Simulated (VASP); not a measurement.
# SnSe (P6_3mc) in VASP: further runs, part 2 of 2

VASP 6.6.1.

## 3. Relaxation of cell and atoms, PBEsol, target pressure 15 GPa, at which the enthalpy is minimised

INCAR

```
SYSTEM = SnSe
PREC = Accurate
ENCUT = 600
EDIFF = 1E-6
ISMEAR = -1
SIGMA = 0.01
LREAL = .False.
LASPH = .True.
NELM = 100
ALGO = Normal
ISIF = 3
LWAVE = .False.
LCHARG = .False.
GGA = PS
IBRION = 2
NSW = 80
EDIFFG = -0.02
PSTRESS = 150.0
```

KPOINTS

```
regular mesh
0
Gamma
  4 4 3
  0 0 0
```

POSCAR

```
SnSe
1.0
    4.5500000000      0.0000000000      0.0000000000
   -2.2750000000      3.9404155872      0.0000000000
    0.0000000000      0.0000000000      7.4301500000
Sn Se
2 2
Direct
    0.3333333333      0.6666666667      0.0000000000
    0.6666666667      0.3333333333      0.5000000000
    0.3333333333      0.6666666667      0.3750000000
    0.6666666667      0.3333333333      0.8750000000
```

Potentials or basis: VASP PAW PBE potentials, release 64 (Sn_d, Se).

On the command line:

```
$ cat potpaw_PBE.64/Sn_d/POTCAR potpaw_PBE.64/Se/POTCAR > POTCAR
$ mpirun -np 1 vasp_std > vasp.out
```

OUTCAR:

```text
SYSTEM = SnSe
   PREC = Accurate
   ENCUT = 600
   EDIFF = 1E-6
   ISMEAR = -1
   LREAL = .False.
   LASPH = .True.
   NELM = 100
   ISIF = 3
   GGA = PS
   IBRION = 2
   NSW = 80
   EDIFFG = -0.02
   PSTRESS = 150.0

 ion  position               nearest neighbor table
   1  0.333  0.667  0.000-   4 2.79   4 2.79   4 2.79   3 2.79
   2  0.667  0.333  0.500-   3 2.79   3 2.79   3 2.79   4 2.79
   3  0.333  0.667  0.375-   2 2.79   2 2.79   2 2.79   1 2.79
   4  0.667  0.333  0.875-   1 2.79   1 2.79   1 2.79   2 2.79

  LATTYP: Found a hexagonal cell.
 ALAT       =     4.5500000000
 C/A-ratio  =     1.6330000000

  Lattice vectors:

 A1 = (   4.5500000000,   0.0000000000,   0.0000000000)
 A2 = (  -2.2750000000,   3.9404155872,   0.0000000000)
 A3 = (   0.0000000000,   0.0000000000,   7.4301500000)

Analysis of symmetry for initial positions (statically):
[... 150 lines left out ...]
   NGX = 19   NGY = 19   NGZ = 29

--------------------------------------- Ionic step        1  -------------------------------------------

 number of electron      39.9999989 magnetization

 Free energy of the ion-electron system (eV)
  ---------------------------------------------------
  ext. energy  EPLUGINS =         0.00000000
  ---------------------------------------------------
  free energy    TOTEN  =       -16.76800719 eV

  energy without entropy =      -16.76800719  energy(sigma->0) =      -16.76800719

 E-fermi :   4.4692     XC(G=0):  -8.6243

 val. band max:        4.2092297604   @ k =   0.2500   0.2500   0.0000
 cond. band min:       5.0095913527   @ k =   0.5000  -0.0000   0.3333
 fundamental gap:      0.8003615923
 Fermi energy:         4.4691898230
[... 596 lines left out ...]
--------------------------------------- Ionic step        5  -------------------------------------------

 number of electron      40.0000002 magnetization

 Free energy of the ion-electron system (eV)
  ---------------------------------------------------
  ext. energy  EPLUGINS =         0.00000000
  ---------------------------------------------------
  free energy    TOTEN  =       -15.63225580 eV

  energy without entropy =      -15.63225580  energy(sigma->0) =      -15.63225580

 E-fermi :   6.4127     XC(G=0):  -9.4030

 val. band max:        6.2420070845   @ k =   0.2500   0.2500   0.0000
 cond. band min:       6.5833623167   @ k =   0.2500   0.2500   0.0000
 fundamental gap:      0.3413552322
 Fermi energy:         6.4126573427
[... 249 lines left out ...]
  energy  without entropy=      -15.6322557997  energy(sigma->0) =      -15.63225580

  enthalpy is  TOTEN    =        -5.1231655245 eV   P V=       10.5090902787

 reached required accuracy - stopping structural energy minimisation
```

OSZICAR:

```text
N       E                     dE             d eps       ncg     rms          rms(c)
DAV:   1     0.364861400570E+03    0.36486E+03   -0.21139E+04   384   0.217E+03
DAV:   2     0.325109892125E+02   -0.33235E+03   -0.32965E+03   384   0.506E+02
DAV:   3    -0.153745618026E+02   -0.47886E+02   -0.47772E+02   512   0.170E+02
[... 45 lines left out ...]
DAV:   2    -0.156326457902E+02    0.25902E-03   -0.60411E-03   488   0.943E-01    0.988E-02
DAV:   3    -0.156322858622E+02    0.35993E-03   -0.58323E-04   600   0.294E-01    0.406E-02
DAV:   4    -0.156322548158E+02    0.31046E-04   -0.23426E-04   544   0.139E-01    0.910E-03
DAV:   5    -0.156322557270E+02   -0.91122E-06   -0.37391E-05   400   0.554E-02    0.500E-03
DAV:   6    -0.156322558032E+02   -0.76142E-07   -0.15670E-06   248   0.117E-02
   5 F= -.51231655E+01 E0= -.51231655E+01  d E =-.259184E-03
```

CONTCAR:

```text
SnSe
   1.00000000000000
     4.3067926285840201    0.0000000000000000   -0.0000000000000000
    -2.1533963142920101    3.7297918251620565    0.0000000000000000
     0.0000000000000000    0.0000000000000000    6.9878873050324808
  Sn              Se
     2     2
Direct
     0.3333333332999970    0.6666666667000030    0.0004551456742100
     0.6666666667000030    0.3333333332999970    0.5004551456742100
     0.3333333332999970    0.6666666667000030    0.3745448543257900
     0.6666666667000030    0.3333333332999970    0.8745448543257900

  0.00000000E+00  0.00000000E+00  0.00000000E+00
  0.00000000E+00  0.00000000E+00  0.00000000E+00
  0.00000000E+00  0.00000000E+00  0.00000000E+00
  0.00000000E+00  0.00000000E+00  0.00000000E+00
```

Wall time 1.8 min (1 thread of Intel Xeon Platinum 8488C (Sapphire Rapids), shared host); peak memory 0.28 GiB.

What came out:

| Property | Result |
| --- | --- |
| Free energy | -15.6323 eV |
| Relaxed volume | 28.06 Å³/atom |
| Relaxed cell | a = 4.307 Å, b = 4.307 Å, c = 6.988 Å, α = 90.00°, β = 90.00°, γ = 120.00° |
| Space group after relaxing (to 0.1 Å) | P6_3mc (No. 186) |
| Energy change on relaxing (the run minimises the enthalpy) | +283.9 meV/atom |
| Ionic steps | 5 |
| Pressure after relaxing | 15.1 GPa |
| Largest force after relaxing | 0.017 eV/Å |
| Band gap on the k mesh | 0.34 eV |

Forces on the atoms (eV/Å):
```
Sn   0.000  0.000 -0.017
Sn   0.000  0.000 -0.017
Se   0.000  0.000  0.017
Se   0.000  0.000  0.017
```

Step by step:
```tsv
step	energy change (eV)	largest force (eV/Å)	pressure (GPa)	volume (Å³)
1	0.0000	0.0730	3.67	133.21
2	4.0421	0.2321	35.92	92.78
3	1.1008	0.0413	14.74	112.63
4	1.1370	0.0412	15.06	112.24
5	1.1358	0.0166	15.07	112.25
```

Final structure:
```xyz
4
Lattice="4.3068 0.0000 0.0000 -2.1534 3.7298 0.0000 0.0000 0.0000 6.9879" Properties=species:S:1:pos:R:3 pbc="T T T"
Sn    0.0000    2.4865    0.0032
Sn    2.1534    1.2433    3.4971
Se    0.0000    2.4865    2.6173
Se    2.1534    1.2433    6.1112
```

Caveat: the cell is relaxed towards a set pressure, so the run minimises the enthalpy, not the energy; the volume moved by over 15 % at a fixed basis, so the end points are rough; semilocal functionals underestimate gaps, and a narrow one can read as zero; the PAW data sets were made with another functional, which shifts forces and pressure a little; spin-orbit coupling is left out, which moves the levels of the heavy elements. A k mesh can miss the band edges.

## 4. Relaxation of cell and atoms, PBEsol, target pressure 30 GPa, at which the enthalpy is minimised

INCAR

```
SYSTEM = SnSe
  PREC = Accurate
  ENCUT = 600
  EDIFF = 1E-7
  ISMEAR = -1
  SIGMA = 0.01
  LREAL = .FALSE.
  LASPH = .TRUE.
  NELM = 100
  ALGO = Normal
  ISIF = 3
  LWAVE = .FALSE.
  LCHARG = .FALSE.
  GGA = PS
  IBRION = 2
  NSW = 80
  EDIFFG = -0.02
  PSTRESS = 300.0
```

KPOINTS

```
regular mesh
0
G
  4 4 3
  0 0 0
```

POSCAR is that of step 3.

On the command line:

```
$ cat potpaw_PBE.64/Sn_d/POTCAR potpaw_PBE.64/Se/POTCAR > POTCAR
$ mpirun -np 1 vasp_std > vasp.out
```

Run time: 17 min. Hardware: 1 thread of Intel Xeon Platinum 8488C (Sapphire Rapids), shared host; peak memory 0.3 GiB.

Results (log left out):

```
Free energy                                                : -14.2247 eV
Relaxed volume                                             : 18.31 Å³/atom
Relaxed cell                                               : a = 2.910 Å, b = 2.910 Å, c = 9.984 Å, α = 90.00°, β = 90.00°, γ = 120.00°
Space group after relaxing (to 0.1 Å)                      : P6_3mc (No. 186)
Energy change on relaxing (the run minimises the enthalpy) : +635.8 meV/atom
Ionic steps                                                : 40
Pressure after relaxing                                    : 30.0 GPa
Band gap on the k mesh                                     : zero (bands 20 and 21 overlap by 3.64 eV)
```

Forces on the atoms (eV/Å):
```
Sn   0.000  0.000  0.002
Sn   0.000  0.000  0.002
Se   0.000  0.000 -0.002
Se   0.000  0.000 -0.002
```

Stress tensor (GPa, compression positive):
```
30.01  0.00  0.00
 0.00 30.01  0.00
 0.00  0.00 29.91
```

Step by step:
| step | energy change (eV) | largest force (eV/Å) | pressure (GPa) | volume (Å³) |
| --- | --- | --- | --- | --- |
| 1 | 0.0000 | 0.0729 | 3.69 | 133.21 |
| 2 | 30.6279 | 1.3288 | 264.62 | 53.13 |
| 3 | 2.4396 | 0.4059 | 24.00 | 101.46 |
| 4 | 2.8736 | 0.4384 | 27.15 | 98.73 |
| 5 | 3.2742 | 0.4400 | 30.14 | 96.49 |
| 6 | 3.1521 | 0.4411 | 29.23 | 97.15 |
| 7 | 3.1419 | 0.4309 | 29.38 | 96.86 |
| 8 | 3.0465 | 0.2083 | 29.61 | 95.89 |
| 9 | 2.7271 | 0.8048 | 28.08 | 93.43 |
| 10 | 3.8399 | 6.7239 | 30.23 | 86.73 |
| 11 | 2.7748 | 3.3546 | 27.15 | 90.64 |
| 12 | 3.0181 | 4.5911 | 26.85 | 89.22 |
| 13 | 2.9274 | 4.1875 | 26.68 | 89.65 |
| 14 | 2.9271 | 4.1981 | 26.66 | 89.64 |
| 15 | 2.9264 | 4.2307 | 26.58 | 89.61 |
| 16 | 2.9262 | 4.2982 | 26.44 | 89.55 |
| 17 | 2.9305 | 4.4356 | 26.21 | 89.44 |
| 18 | 2.9588 | 4.7120 | 25.85 | 89.19 |
| 19 | 2.9423 | 4.6695 | 25.77 | 89.17 |
| 20 | 2.8937 | 4.5444 | 25.53 | 89.12 |
| 21 | 2.8009 | 4.3020 | 25.13 | 89.01 |
| 22 | 2.6314 | 3.8493 | 24.59 | 88.78 |
| 23 | 2.3518 | 3.0547 | 23.21 | 88.32 |
| 24 | 1.9604 | 1.9307 | 21.25 | 87.34 |
| 25 | 1.7880 | 0.2748 | 20.41 | 85.17 |
| 26 | 1.8578 | 0.3378 | 20.86 | 84.45 |
| 27 | 2.0814 | 1.3361 | 22.34 | 82.94 |
| 28 | 2.0073 | 1.0733 | 21.88 | 83.34 |
| 29 | 2.2051 | 1.3081 | 23.96 | 81.79 |
| 30 | 2.9157 | 1.4950 | 31.99 | 77.21 |
| 31 | 2.8971 | 1.0769 | 31.45 | 76.92 |
| 32 | 2.9287 | 0.6349 | 30.55 | 76.26 |
| 33 | 3.0900 | 0.3199 | 30.54 | 74.94 |
| 34 | 2.9492 | 0.0091 | 29.39 | 74.71 |
| 35 | 2.4770 | 0.3304 | 29.26 | 73.65 |
| 36 | 2.4838 | 0.3398 | 29.36 | 73.61 |
| 37 | 2.5567 | 0.1009 | 30.21 | 73.16 |
| 38 | 2.5804 | 0.0322 | 30.48 | 73.03 |
| 39 | 2.5244 | 0.0202 | 29.72 | 73.33 |
| 40 | 2.5434 | 0.0022 | 29.98 | 73.23 |

Final structure:
```yaml
crystal:
  lattice:
    - [2.91023, 0.00000, 0.00000]
    - [-1.45512, 2.52034, 0.00000]
    - [0.00000, 0.00000, 9.98381]
  atoms:
    - { symbol: Sn, position: [0.33333, 0.66667, 0.05924] }
    - { symbol: Sn, position: [0.66667, 0.33333, 0.55924] }
    - { symbol: Se, position: [0.33333, 0.66667, 0.31576] }
    - { symbol: Se, position: [0.66667, 0.33333, 0.81576] }
```

Levels at points of the mesh, in eV from the Fermi level:
```csv
k point,band 16,band 17,band 18,band 19,band 20,band 21,band 22,band 23
"(0.00, 0.00, 0.00)",-2.09,-0.97,2.50,2.50,2.62,2.62,6.09,9.14
"(0.50, 0.00, 0.00)",-6.32,-4.19,-3.79,-3.33,-0.99,-0.35,-0.01,3.37
```

Caveat: the k points lie up to 0.62 Å⁻¹ apart in the final cell, too coarse for converged energies and pressures of a metal; the cell is relaxed towards a set pressure, so the run minimises the enthalpy, not the energy; the volume moved by over 15 % at a fixed basis, so the end points are rough; the PAW data sets were made with another functional, which shifts forces and pressure a little; spin-orbit coupling is left out, which moves the levels of the heavy elements.

## 5. Relaxation of cell and atoms, PBEsol, target pressure 45 GPa, at which the enthalpy is minimised

INCAR

```
PREC = Accurate
ENCUT = 600
EDIFF = 1E-6
ISMEAR = -1
SIGMA = 0.01
LREAL = F
LASPH = T
NELM = 60
ALGO = Normal
ISIF = 3
LWAVE = F
LCHARG = F
GGA = PS
IBRION = 2
NSW = 80
EDIFFG = -0.02
PSTRESS = 450.0
```

KPOINTS

```
Automatic mesh
0
Gamma
  4 4 3
```

POSCAR is that of step 4.

On the command line:

```
$ cat potpaw_PBE.64/Sn_d/POTCAR potpaw_PBE.64/Se/POTCAR > POTCAR
$ mpirun -np 1 vasp_std > vasp.out
```

Run time: 15 min. Hardware: 1 thread of Intel Xeon Platinum 8488C (Sapphire Rapids), shared host; peak memory 0.31 GiB.

Results (log left out):

| Property | Result |
| --- | --- |
| Free energy | -13.0357 eV |
| Relaxed volume | 17.02 Å³/atom |
| Relaxed cell | a = 2.840 Å, b = 2.840 Å, c = 9.749 Å, α = 90.00°, β = 90.00°, γ = 120.00° |
| Space group after relaxing (to 0.1 Å) | P6_3mc (No. 186) |
| Energy change on relaxing (the run minimises the enthalpy) | +933.1 meV/atom |
| Ionic steps | 36 |
| Pressure after relaxing | 45.1 GPa |
| Band gap on the k mesh | zero (bands 20 and 21 overlap by 4.05 eV) |

Step by step:
```
step  energy change (eV)  largest force (eV/Å)  pressure (GPa)  volume (Å³)
   1              0.0000                0.0730            3.67       133.21
   2            167.3947                8.2448         2159.49        26.75
   3              0.5996                0.1079           10.44       119.06
   4              1.3809                0.1468           16.98       109.82
   5              5.6968                0.4317           48.00        86.39
   6              5.2091                0.4567           44.48        88.08
   7              5.4292                0.4474           46.07        87.31
   8              5.4040                0.6997           46.37        87.04
   9              5.1617                1.2833           46.56        85.98
  10              4.0411                1.5151           42.49        82.85
  11              3.9218                2.6531           39.28        73.17
  12              4.4390                3.5565           46.99        69.87
  13              8.1985                7.4510           87.83        62.64
  14              5.0209                5.0587           55.92        67.61
  15              5.0157                5.0563           55.92        67.60
  16              5.0042                5.0724           55.93        67.58
  17              4.9941                5.0888           56.09        67.54
  18              5.0485                5.0510           56.99        67.44
  19              5.0029                5.0784           56.36        67.51
  20              4.9761                5.0215           56.12        67.54
  21              4.8972                4.8546           55.42        67.63
  22              4.7452                4.5318           54.06        67.80
  23              4.4637                3.9357           51.51        68.14
  24              3.9815                2.8785           46.93        68.83
  25              3.2899                1.1959           39.57        70.23
  26              3.0877                0.6411           37.09        70.82
  27              3.0393                0.4990           36.47        70.99
  28              3.1501                0.4337           37.92        70.46
  29              3.5232                0.2353           42.60        68.88
  30              4.4710                0.1752           53.74        65.78
  31              3.7225                0.1402           45.06        68.14
  32              3.7384                0.1323           45.25        68.08
  33              3.7372                0.1130           45.21        68.08
  34              3.7343                0.0537           45.15        68.09
  35              3.7306                0.0659           45.05        68.10
  36              3.7323                0.0012           45.10        68.10
```

Final structure:
```cif
data_structure
_symmetry_space_group_name_H-M 'P 1'
_symmetry_Int_Tables_number 1
_cell_length_a 2.8401
_cell_length_b 2.8401
_cell_length_c 9.7485
_cell_angle_alpha 90.000
_cell_angle_beta 90.000
_cell_angle_gamma 120.000
_cell_volume 68.10
loop_
_atom_site_label
_atom_site_type_symbol
_atom_site_fract_x
_atom_site_fract_y
_atom_site_fract_z
_atom_site_occupancy
Sn1 Sn 0.33333 0.66667 0.05878 1
Sn2 Sn 0.66667 0.33333 0.55878 1
Se1 Se 0.33333 0.66667 0.31622 1
Se2 Se 0.66667 0.33333 0.81622 1
```

Levels at points of the mesh, in eV from the Fermi level:
```
           k point  band 15  band 16  band 17  band 18  band 19  band 20  band 21  band 22  band 23  band 24
(0.00, 0.00, 0.00)    -8.82    -2.18    -1.10     2.78     2.78     2.93     2.93     6.46     9.34     9.69
(0.50, 0.00, 0.00)    -7.44    -6.78    -4.23    -4.04    -3.59    -1.07    -0.41    -0.01     3.48     5.13
```

Caveat: the k points lie up to 0.64 Å⁻¹ apart in the final cell, too coarse for converged energies and pressures of a metal; the cell is relaxed towards a set pressure, so the run minimises the enthalpy, not the energy; the volume moved by over 15 % at a fixed basis, so the end points are rough; the PAW data sets were made with another functional, which shifts forces and pressure a little; spin-orbit coupling is left out, which moves the levels of the heavy elements.

## 6. Summary

| cell | gap on the mesh (eV) | pressure (GPa) |
| --- | --- | --- |
| relaxed | 1.31 | 0.0 |
| relaxed to 15 GPa | 0.34 | 15.1 |
| relaxed to 30 GPa | none | 30.0 |
| relaxed to 45 GPa | none | 45.1 |

Alike in all rows: task relaxation of cell and atoms; level PBEsol; potentials or basis VASP PAW PBE potentials, release 64 (Sn_d, Se); no spin polarisation; k mesh 4 × 4 × 3; cutoff (eV) 600; smearing fermi-dirac 0.01 eV.

Caveats: some runs use coarse meshes; the PAW data sets were made with another functional, which shifts forces and pressure a little; spin-orbit coupling is left out, which moves the levels of the heavy elements; the cell is relaxed towards a set pressure, so the run minimises the enthalpy, not the energy (at least some runs); the volume moved by over 15 % at a fixed basis, so the end points are rough (at least some runs); a cell axis changed by over 15 % at a fixed basis, so the end point is rough (at least some runs); semilocal functionals underestimate gaps, and a narrow one can read as zero (at least some runs).

Total energies depend on the potentials used, so only differences within one code and one set of settings carry meaning.

The gap in the log of VASP goes by the Fermi energy; the results here count the filled bands.